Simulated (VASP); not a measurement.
Set up this calculation in VASP 6.6.1, as the native input.

| Quantity | Value |
| --- | --- |
| Task | single point |
| Functional | PBEsol |
| Potentials or basis | VASP PAW PBE potentials, release 64 (Al, Ni) |
| Cutoff | 520 eV |
| k mesh | 16 × 16 × 16 |
| Occupations | gaussian, width 0.15 eV |
| Spin | no spin polarisation |
| Dipole correction | no |
| Further INCAR settings | ALGO = Fast; EDIFF = 1e-06; NBANDS = 14 |

The structure of AlNi lies in POSCAR:

```
AlNi
1.0
    2.0953776693     -2.0953219876      0.0000000000
    2.1693516104      2.1692978945      0.0000000000
    0.0000000000      0.0000000000      2.8688666979
Al Ni
1 1
Direct
    0.0000000000      0.0000000000      0.0000000000
    0.5000000000      0.5000000000      0.5000000000
```

This cell differs from its parent crystal: normal strain along x +0.0367, normal strain along y +0.0733.

These files were run (other wordings do the same):

INCAR

```
  ALGO = Fast
  EDIFF = 1E-6
  ENCUT = 520
  GGA = PS
  ISIF = 2
  ISMEAR = 0
  LASPH = T
  LCHARG = F
  LREAL = F
  LWAVE = F
  NBANDS = 14
  NELM = 100
  PREC = Accurate
  SIGMA = 0.15
```

KPOINTS

```
k-points
0
Gamma
  16 16 16
```

Potentials or basis: VASP PAW PBE potentials, release 64 (Al, Ni).

Launch:

```bash
$ cat potpaw_PBE.64/Al/POTCAR potpaw_PBE.64/Ni/POTCAR > POTCAR
$ mpirun -np 1 vasp_std > vasp.out
```

Results of the run:

The pressure is -14.5 GPa.

Caveat: the cell differs from its parent crystal (normal strain along x +0.0367, normal strain along y +0.0733); the PAW data sets were made with another functional, which shifts forces and pressure a little.

It took 4.9 min on 1 thread of Intel Xeon 6975P-C (shared host), peak memory 0.52 GiB.
